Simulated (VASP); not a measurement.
Wanted: the native input for a VASP 6.6.1 run.

```yaml
Task: single point
Functional: r2SCAN
Potentials_or_basis: VASP PAW PBE potentials, release 64 (Cs_sv, Sn_d, Br)
Cutoff: 550 eV
k_mesh: 6 × 6 × 6
Occupations: gaussian, width 0.02 eV
Spin: no spin polarisation
Dipole_correction: no
Further_INCAR_settings: ALGO = Normal; EDIFF = 1e-06; NBANDS = 30
```

CsSnBr3:

```
Cs Sn Br
1.0
     5.89529    0.00000    0.00000
     0.00000    5.89529    0.00000
     0.00000    0.00000    5.89529
Cs Sn Br
1 1 3
Direct
  0.00000 0.00000 0.00000
  0.50000 0.50000 0.50000
  0.50000 0.00000 0.50000
  0.50000 0.50000 0.00000
  0.00000 0.50000 0.50000
```

The input as run:

POSCAR

```
CsSnBr3
1.0
    5.8952858325      0.0000000000      0.0000000000
    0.0000000000      5.8952858325      0.0000000000
    0.0000000000      0.0000000000      5.8952858325
Cs Sn Br
1 1 3
Direct
    0.0000000000      0.0000000000      0.0000000000
    0.5000000000      0.5000000000      0.5000000000
    0.5000000000      0.0000000000      0.5000000000
    0.5000000000      0.5000000000      0.0000000000
    0.0000000000      0.5000000000      0.5000000000
```

INCAR.step1

```
PREC     = Accurate       # precision mode
ENCUT    = 550            # plane-wave cutoff, eV
ISMEAR   = 0              # smearing method
SIGMA    = 0.02           # smearing width, eV
LREAL    = F              # projectors in reciprocal space
LASPH    = T              # aspherical terms in the spheres
NELM     = 120            # most SCF steps
NBANDS   = 30             # bands
GGA      = PE             # functional
ALGO     = Normal         # electronic algorithm
EDIFF    = 1E-5           # SCF threshold, eV
LWAVE    = T              # write WAVECAR
LCHARG   = F              # write CHGCAR
GGA_COMPAT= F
```

INCAR.step2

```
PREC     = Accurate       # precision mode
ENCUT    = 550            # plane-wave cutoff, eV
EDIFF    = 1E-6           # SCF threshold, eV
ISMEAR   = 0              # smearing method
SIGMA    = 0.02           # smearing width, eV
LREAL    = F              # projectors in reciprocal space
LASPH    = T              # aspherical terms in the spheres
NELM     = 120            # most SCF steps
ALGO     = Normal         # electronic algorithm
ISIF     = 2              # what is computed and relaxed
LWAVE    = F              # write WAVECAR
LCHARG   = F              # write CHGCAR
METAGGA  = R2SCAN         # meta-GGA
LMIXTAU  = T            
NBANDS   = 30             # bands
ISTART   = 1            
GGA_COMPAT= F
```

KPOINTS

```
regular mesh
0
Gamma
  6 6 6
```

Potentials or basis: VASP PAW PBE potentials, release 64 (Cs_sv, Sn_d, Br).

Run with:

```sh
$ cat potpaw_PBE.64/Cs_sv/POTCAR potpaw_PBE.64/Sn_d/POTCAR potpaw_PBE.64/Br/POTCAR > POTCAR
$ cp INCAR.step1 INCAR
$ mpirun -np 1 vasp_std > vasp.out
$ cp INCAR.step2 INCAR
$ mpirun -np 1 vasp_std > vasp.out
```

It gave:

* Pressure: -0.7 GPa
* Band gap on the k mesh: 0.84 eV

Caveat: the PAW data sets were made with another functional, which shifts forces and pressure a little; spin-orbit coupling is left out, which moves the levels of the heavy elements.

Run time: 12 min on 1 thread of Oxide Virtual Turin-like Processor (shared host), peak memory 0.41 GiB.
